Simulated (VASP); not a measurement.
# Sn (Fm-3m) in VASP: notebook

Runs on Sn. Level: PBEsol. Tasks: single point.

All numbers are computed with VASP 6.6.1; they aren't measurements. Logs are shortened: lines on timing, memory, paths and dates and some standing lists are left out, and cuts for length are marked.

### Step 1. The cell of the first run

Symmetry: Fm-3m, No. 225, cubic system. The conventional cell has a = 3.793 Å, b = 3.793 Å, c = 3.793 Å, α = 90.00°, β = 90.00°, γ = 90.00°. Within 3.5 Å of Sn (site symmetry m-3m) lie 12 Sn at 2.68 Å.

### Step 2. Single point, PBEsol

The input, INCAR:

```
SYSTEM = Sn
  PREC = Accurate
  ENCUT = 520
  EDIFF = 1E-7
  ISMEAR = 0
  SIGMA = 0.1
  LREAL = .FALSE.
  LASPH = .TRUE.
  NELM = 60
  ALGO = Normal
  ISIF = 2
  LWAVE = .FALSE.
  LCHARG = .FALSE.
  GGA = PS
  NBANDS = 13
```

The input, KPOINTS:

```
Automatic mesh
0
G
  8 8 8
  0 0 0
```

The input, POSCAR:

```
Sn
1.0
    0.0000000000      1.8965904936      1.8965904936
    1.8965904936      0.0000000000      1.8965904936
    1.8965904936      1.8965904936      0.0000000000
Sn
1
Direct
    0.0000000000      0.0000000000      0.0000000000
```

Potentials or basis: VASP PAW PBE potentials, release 64 (Sn_d).

Launch:

```bash
$ cat potpaw_PBE.64/Sn_d/POTCAR > POTCAR
$ mpirun -np 1 vasp_std > vasp.out
```

OUTCAR:

```text
SYSTEM = Sn
   PREC = Accurate
   ENCUT = 520
   EDIFF = 1E-7
   ISMEAR = 0
   LREAL = .FALSE.
   LASPH = .TRUE.
   NELM = 60
   ISIF = 2
   GGA = PS

 ion  position               nearest neighbor table
   1  0.000  0.000  0.000-

  LATTYP: Found a face centered cubic cell.
 ALAT       =     3.7931809872

  Lattice vectors:

 A1 = (   0.0000000000,   1.8965904936,   1.8965904936)
 A2 = (   1.8965904936,   0.0000000000,   1.8965904936)
 A3 = (   1.8965904936,   1.8965904936,   0.0000000000)

Analysis of symmetry for initial positions (statically):
=====================================================================
 Subroutine PRICEL returns:
 Original cell was already a primitive cell.

 Routine SETGRP: Setting up the symmetry group for a
 face centered cubic supercell.

 Subroutine GETGRP returns: Found 48 space group operations
 (whereof 48 operations were pure point group operations)
 out of a pool of 48 trial point group operations.

The static configuration has the point symmetry O_h .

Analysis of symmetry for dynamics (positions and initial velocities):
=====================================================================
 Subroutine PRICEL returns:
 Original cell was already a primitive cell.

 Routine SETGRP: Setting up the symmetry group for a
 face centered cubic supercell.

 Subroutine GETGRP returns: Found 48 space group operations
 (whereof 48 operations were pure point group operations)
 out of a pool of 48 trial point group operations.

The dynamic configuration has the point symmetry O_h .

 Subroutine INISYM returns: Found 48 space group operations
 (whereof 48 operations are pure point group operations),
 and found     1 'primitive' translations

----------------------------------------------------------------------------------------

                                     Primitive cell

  volume of cell :      13.6443

  direct lattice vectors                    reciprocal lattice vectors
     0.000000000  1.896590494  1.896590494    -0.263630974  0.263630974  0.263630974
     1.896590494  0.000000000  1.896590494     0.263630974 -0.263630974  0.263630974
     1.896590494  1.896590494  0.000000000     0.263630974  0.263630974 -0.263630974

  length of vectors
     2.682183998  2.682183998  2.682183998     0.456622242  0.456622242  0.456622242

  position of ions in fractional coordinates (direct lattice)
     0.000000000  0.000000000  0.000000000

[... 76 lines left out ...]
   LREAL  =      F    real-space projection
   EDIFFG = 0.1E-05   stopping-criterion for IOM
   NSW    =      0    number of steps for IOM
   IBRION =     -1    ionic relax: 0-MD 1-quasi-New 2-CG
   NFREE  =      0    steps in history (QN), initial steepest desc. (CG)
   ISIF   =      2    stress and relaxation
   ISYM   =      2    0-nonsym 1-usesym 2-fastsym
   POTIM  = 0.5000    time-step for ionic-motion
   TEBEG  =    0.0;   TEEND  =   0.0 temperature during run
   PSTRESS=    0.0 pullay stress
   NELECT =      14.0000    total number of electrons
   NUPDOWN=      -1.0000    fix difference up-down
   EMIN   =  10.00;   EMAX   =-10.00  energy-range for DOS
   EFERMI =   0.00;   METHOD = LEGACY
   ISMEAR =     0;   SIGMA  =   0.10  broadening in eV -4-tet -1-fermi 0-gaus
   EFERMI_NEDOS =   21; number of points for ismear=-14 and -15
   IALGO  =     38    algorithm
   IMIX   =      4    mixing-type and parameters
     AMIX     =   0.40;   BMIX     =  1.00
     AMIX_MAG =   1.60;   BMIX_MAG =  1.00
  volume/ion in A,a.u.               =      13.64        92.08
  Fermi-wavevector in a.u.,A,eV,Ry     =   1.651204  3.120322 37.095919  2.726473
  Thomas-Fermi vector in A             =   2.740023
   LORBIT       =      0    0 simple, 1 ext, 2 COOP (PROOUT), +10 PAW based schemes
   GGA     = PS    functional components
   LHFCALC =     F    Hartree Fock is set to
   AEXX    =    0.0000 exact exchange contribution
   IVDW    =     0    specifies the selected vdW correction
   LEPSILON=     F    determine dielectric tensor
   LRPA    =     F    only Hartree local field effects (RPA)
 non-spin polarized calculation
 Gauss-broadening in eV      SIGMA  =   0.10
  energy-cutoff  :      520.00
  volume of cell :       13.64
 maximum number of plane-waves:       380
   NGX =  9   NGY =  9   NGZ =  9

 number of electron      13.9999996 magnetization

 Free energy of the ion-electron system (eV)
  ---------------------------------------------------
  ext. energy  EPLUGINS =         0.00000000
  ---------------------------------------------------
  free energy    TOTEN  =        -0.40927640 eV

  energy without entropy =       -0.40300503  energy(sigma->0) =       -0.40614071

 E-fermi :  20.3082     XC(G=0): -14.1978

 val. band max:       20.0776020745   @ k =  -0.2500   0.2500   0.0000
 cond. band min:      20.3129862992   @ k =  -0.3750   0.5000   0.1250
 fundamental gap:      0.2353842247
 Fermi energy:        20.3081951220

 k-point     1 :       0.0000    0.0000    0.0000
  band No.  band energies     occupation
      1      -3.1655      2.00000
      2      -3.1655      2.00000
      3      -3.1655      2.00000
      4      -2.5631      2.00000
      5      -2.5631      2.00000
      6       1.4763      2.00000
      7      29.8212      0.00000
      8      33.1680      0.00000
      9      33.1680      0.00000
     10      33.1680      0.00000
     11      37.7170      0.00000
     12      37.7170      0.00000
     13      37.7170      0.00000
[... 354 lines left out ...]
  band No.  band energies     occupation
      1      -3.2973      2.00000
      2      -3.2622      2.00000
      3      -2.7219      2.00000
      4      -2.5578      2.00000
      5      -2.1010      2.00000
      6      12.1432      2.00000
      7      12.7395      2.00000
      8      23.4907      0.00000
      9      23.9427      0.00000
     10      31.7277      0.00000
     11      36.1678      0.00000
     12      41.5815      0.00000
     13      43.5750      0.00000

 [... further k-points ...]
[... 5 lines left out ...]
  --------------------------------------------------------------------------------------
  -------------------------------------------------------------------------------------
  Total       15.1439564     15.1439564     15.1439564      0.0000000      0.0000000     -0.0000000
  in kB     1778.2762548   1778.2762548   1778.2762548      0.0000000      0.0000000     -0.0000000
  external PRESSURE =    1778.2762548 kB  Pullay stress =       0.0000000 kB

 VOLUME and BASIS-vectors are now :
 -----------------------------------------------------------------------------
  energy-cutoff  :      520.00
  volume of cell :       13.64
      direct lattice vectors                 reciprocal lattice vectors
     0.000000000  1.896590494  1.896590494    -0.263630974  0.263630974  0.263630974
     1.896590494  0.000000000  1.896590494     0.263630974 -0.263630974  0.263630974
     1.896590494  1.896590494  0.000000000     0.263630974  0.263630974 -0.263630974

 POSITION                                       TOTAL-FORCE (eV/Angst)
 -----------------------------------------------------------------------------------
      0.00000      0.00000      0.00000         0.000000      0.000000      0.000000
 -----------------------------------------------------------------------------------
    total drift:                                0.000000      0.000000      0.000000

  FREE ENERGIE OF THE ION-ELECTRON SYSTEM (eV)
  ---------------------------------------------------
  free  energy   TOTEN  =        -0.4092764040 eV

  energy  without entropy=       -0.4030050253  energy(sigma->0) =       -0.40614071
```

OSZICAR:

```text
N       E                     dE             d eps       ncg     rms          rms(c)
DAV:   1     0.743555163037E+02    0.74356E+02   -0.67058E+03   835   0.196E+03
DAV:   2     0.300352631596E+01   -0.71352E+02   -0.67844E+02   784   0.333E+02
DAV:   3    -0.548289425435E+00   -0.35518E+01   -0.35077E+01   905   0.618E+01
DAV:   4    -0.602297542672E+00   -0.54008E-01   -0.53988E-01   902   0.744E+00
DAV:   5    -0.603374638670E+00   -0.10771E-02   -0.10771E-02   920   0.104E+00    0.503E+00
DAV:   6    -0.479236425456E+00    0.12414E+00   -0.29554E-02  1180   0.445E+00    0.279E+00
DAV:   7    -0.411135225842E+00    0.68101E-01   -0.28713E-02  1166   0.379E+00    0.144E-01
DAV:   8    -0.409343088877E+00    0.17921E-02   -0.14665E-03   927   0.750E-01    0.314E-02
DAV:   9    -0.409291282349E+00    0.51807E-04   -0.70564E-05   967   0.112E-01    0.433E-02
DAV:  10    -0.409275990275E+00    0.15292E-04   -0.43871E-06   912   0.396E-02    0.190E-03
DAV:  11    -0.409276497044E+00   -0.50677E-06   -0.10396E-07   755   0.383E-03    0.149E-03
DAV:  12    -0.409276404037E+00    0.93008E-07   -0.96543E-09   497   0.144E-03
   1 F= -.40927640E+00 E0= -.40614071E+00  d E =-.627138E-02
```

stdout:

```text
POSCAR found type information on POSCAR Sn
 POSCAR found :  1 types and       1 ions
 scaLAPACK will be used
 -----------------------------------------------------------------------------
|                                                                             |
|                                                                             |
|     You enforced a specific xc type in the INCAR file but a different       |
|     I HOPE YOU KNOW WHAT YOU ARE DOING!                                     |
|                                                                             |
 -----------------------------------------------------------------------------

 LDA part: xc-table for (Slater+PW92), standard interpolation
 POSCAR, INCAR and KPOINTS ok, starting setup
 FFT: planning ... GRIDC
 FFT: planning ... GRID_SOFT
 FFT: planning ... GRID
 WAVECAR not read
 entering main loop
```

It took 6.4 s on 1 thread of Intel Xeon 8259CL, shared host; peak memory 0.12 GiB.

Results:

| Property | Result |
| --- | --- |
| Free energy | -0.4093 eV |
| Pressure | 177.8 GPa |
| Band gap on the k mesh | zero (band 7 reaches 29.82 eV, above the bottom of band 8 at 16.73 eV) |

Caveat: the PAW data sets were made with another functional, which shifts forces and pressure a little; spin-orbit coupling is left out, which moves the levels of the heavy elements.

### Step 3. Single point, PBEsol

This run uses another cell than the first one, of 26.55 Å³/atom, 1.946 times its volume.

The input, INCAR:

```
  PREC = Accurate
  ENCUT = 520
  EDIFF = 1E-7
  ISMEAR = 0
  SIGMA = 0.1
  LREAL = False
  LASPH = True
  NELM = 100
  ALGO = Normal
  ISIF = 2
  LWAVE = False
  LCHARG = False
  GGA = PS
  NBANDS = 13
```

The input, KPOINTS:

```
Automatic mesh
0
Gamma
  8 8 8
```

The input, POSCAR:

```
Sn
1.0
    0.0000000000      2.3677860589      2.3677860589
    2.3677860589      0.0000000000      2.3677860589
    2.3677860589      2.3677860589      0.0000000000
Sn
1
Direct
    0.0000000000      0.0000000000      0.0000000000
```

Potentials or basis: VASP PAW PBE potentials, release 64 (Sn_d).

Launch:

```bash
$ cat potpaw_PBE.64/Sn_d/POTCAR > POTCAR
$ mpirun -np 1 vasp_std > vasp.out
```

OUTCAR:

```text
PREC = Accurate
   ENCUT = 520
   EDIFF = 1E-7
   ISMEAR = 0
   LREAL = False
   LASPH = True
   NELM = 100
   ISIF = 2
   GGA = PS

 ion  position               nearest neighbor table
   1  0.000  0.000  0.000-

  LATTYP: Found a face centered cubic cell.
 ALAT       =     4.7355721178

  Lattice vectors:

 A1 = (   0.0000000000,   2.3677860589,   2.3677860589)
 A2 = (   2.3677860589,   0.0000000000,   2.3677860589)
 A3 = (   2.3677860589,   2.3677860589,   0.0000000000)

Analysis of symmetry for initial positions (statically):
=====================================================================
 Subroutine PRICEL returns:
 Original cell was already a primitive cell.

 Routine SETGRP: Setting up the symmetry group for a
 face centered cubic supercell.

 Subroutine GETGRP returns: Found 48 space group operations
 (whereof 48 operations were pure point group operations)
 out of a pool of 48 trial point group operations.

The static configuration has the point symmetry O_h .

Analysis of symmetry for dynamics (positions and initial velocities):
=====================================================================
 Subroutine PRICEL returns:
 Original cell was already a primitive cell.

 Routine SETGRP: Setting up the symmetry group for a
 face centered cubic supercell.

 Subroutine GETGRP returns: Found 48 space group operations
 (whereof 48 operations were pure point group operations)
 out of a pool of 48 trial point group operations.

The dynamic configuration has the point symmetry O_h .

 Subroutine INISYM returns: Found 48 space group operations
 (whereof 48 operations are pure point group operations),
 and found     1 'primitive' translations

----------------------------------------------------------------------------------------

                                     Primitive cell

  volume of cell :      26.5496

[... 108 lines left out ...]
  Fermi-wavevector in a.u.,A,eV,Ry     =   1.322610  2.499370 23.800624  1.749297
  Thomas-Fermi vector in A             =   2.452278
   LORBIT       =      0    0 simple, 1 ext, 2 COOP (PROOUT), +10 PAW based schemes
   GGA     = PS    functional components
   LHFCALC =     F    Hartree Fock is set to
   AEXX    =    0.0000 exact exchange contribution
   IVDW    =     0    specifies the selected vdW correction
   LEPSILON=     F    determine dielectric tensor
   LRPA    =     F    only Hartree local field effects (RPA)
 non-spin polarized calculation
 Gauss-broadening in eV      SIGMA  =   0.10
  energy-cutoff  :      520.00
  volume of cell :       26.55
 maximum number of plane-waves:       725
 NGX is ok and might be reduce to    28
   NGX = 13   NGY = 13   NGZ = 13

 number of electron      14.0000003 magnetization

 Free energy of the ion-electron system (eV)
  ---------------------------------------------------
  ext. energy  EPLUGINS =         0.00000000
  ---------------------------------------------------
  free energy    TOTEN  =        -4.24293304 eV

  energy without entropy =       -4.23721932  energy(sigma->0) =       -4.24007618

 E-fermi :   8.3180     XC(G=0): -10.6126

 val. band max:        8.3078137814   @ k =  -0.2500   0.2500   0.0000
 cond. band min:       8.6020932582   @ k =  -0.3750   0.5000   0.1250
 fundamental gap:      0.2942794767
 Fermi energy:         8.3179529832

 k-point     1 :       0.0000    0.0000    0.0000
  band No.  band energies     occupation
      1     -13.1899      2.00000
      2     -13.1899      2.00000
      3     -13.1899      2.00000
      4     -13.1046      2.00000
      5     -13.1046      2.00000
      6      -3.0573      2.00000
      7      16.1476      0.00000
      8      16.1476      0.00000
      9      16.1476      0.00000
     10      18.9113      0.00000
     11      20.2641      0.00000
     12      20.2641      0.00000
     13      20.2641      0.00000
[... 354 lines left out ...]
  band No.  band energies     occupation
      1     -13.1883      2.00000
      2     -13.1704      2.00000
      3     -13.1120      2.00000
      4     -13.0747      2.00000
      5     -13.0252      2.00000
      6       2.1958      2.00000
      7       4.4225      2.00000
      8       9.8246      0.00000
      9      11.3930      0.00000
     10      17.2879      0.00000
     11      19.4780      0.00000
     12      24.3380      0.00000
     13      24.5825      0.00000

 [... further k-points ...]
[... 5 lines left out ...]
  --------------------------------------------------------------------------------------
  -------------------------------------------------------------------------------------
  Total       -0.0030795     -0.0030795     -0.0030795     -0.0000000      0.0000000      0.0000000
  in kB       -0.1858356     -0.1858356     -0.1858356     -0.0000000      0.0000000      0.0000000
  external PRESSURE =      -0.1858356 kB  Pullay stress =       0.0000000 kB

 VOLUME and BASIS-vectors are now :
 -----------------------------------------------------------------------------
  energy-cutoff  :      520.00
  volume of cell :       26.55
      direct lattice vectors                 reciprocal lattice vectors
     0.000000000  2.367786059  2.367786059    -0.211167727  0.211167727  0.211167727
     2.367786059  0.000000000  2.367786059     0.211167727 -0.211167727  0.211167727
     2.367786059  2.367786059  0.000000000     0.211167727  0.211167727 -0.211167727

 POSITION                                       TOTAL-FORCE (eV/Angst)
 -----------------------------------------------------------------------------------
      0.00000      0.00000      0.00000         0.000000     -0.000000     -0.000000
 -----------------------------------------------------------------------------------
    total drift:                               -0.000000     -0.000000     -0.000000

  FREE ENERGIE OF THE ION-ELECTRON SYSTEM (eV)
  ---------------------------------------------------
  free  energy   TOTEN  =        -4.2429330431 eV

  energy  without entropy=       -4.2372193208  energy(sigma->0) =       -4.24007618
```

OSZICAR:

```text
N       E                     dE             d eps       ncg     rms          rms(c)
DAV:   1     0.788615813426E+02    0.78862E+02   -0.70961E+03   785   0.157E+03
DAV:   2     0.139178977340E+01   -0.77470E+02   -0.74662E+02   794   0.337E+02
DAV:   3    -0.415189758626E+01   -0.55437E+01   -0.55275E+01   912   0.727E+01
DAV:   4    -0.425997592785E+01   -0.10808E+00   -0.10805E+00   907   0.108E+01
DAV:   5    -0.426343464687E+01   -0.34587E-02   -0.34585E-02   987   0.191E+00    0.138E+00
DAV:   6    -0.424803685881E+01    0.15398E-01   -0.15741E-02   954   0.224E+00    0.740E-01
DAV:   7    -0.424322746813E+01    0.48094E-02   -0.88069E-03   959   0.158E+00    0.114E-01
DAV:   8    -0.424293316990E+01    0.29430E-03   -0.71090E-04   934   0.464E-01    0.200E-02
DAV:   9    -0.424293281522E+01    0.35468E-06   -0.13286E-05  1044   0.447E-02    0.128E-02
DAV:  10    -0.424293298999E+01   -0.17477E-06   -0.11631E-06  1001   0.116E-02    0.103E-03
DAV:  11    -0.424293304313E+01   -0.53140E-07   -0.41840E-08   607   0.315E-03
   1 F= -.42429330E+01 E0= -.42400762E+01  d E =-.571372E-02
```

stdout:

```text
POSCAR found type information on POSCAR Sn
 POSCAR found :  1 types and       1 ions
 scaLAPACK will be used
 -----------------------------------------------------------------------------
|                                                                             |
|                                                                             |
|     You enforced a specific xc type in the INCAR file but a different       |
|     I HOPE YOU KNOW WHAT YOU ARE DOING!                                     |
|                                                                             |
 -----------------------------------------------------------------------------

 LDA part: xc-table for (Slater+PW92), standard interpolation
 POSCAR, INCAR and KPOINTS ok, starting setup
 FFT: planning ... GRIDC
 FFT: planning ... GRID_SOFT
 FFT: planning ... GRID
 WAVECAR not read
 entering main loop
```

Run time: 15 s. Hardware: 1 thread of Intel Xeon 8259CL, shared host; peak memory 0.16 GiB.

Results:

```yaml
Free_energy: -4.2429 eV
Pressure: 0.0 GPa
Band_gap_on_the_k_mesh: zero (band 7 reaches 16.15 eV, above the bottom of band 8 at 6.45 eV)
```

Caveat: the PAW data sets were made with another functional, which shifts forces and pressure a little; spin-orbit coupling is left out, which moves the levels of the heavy elements.
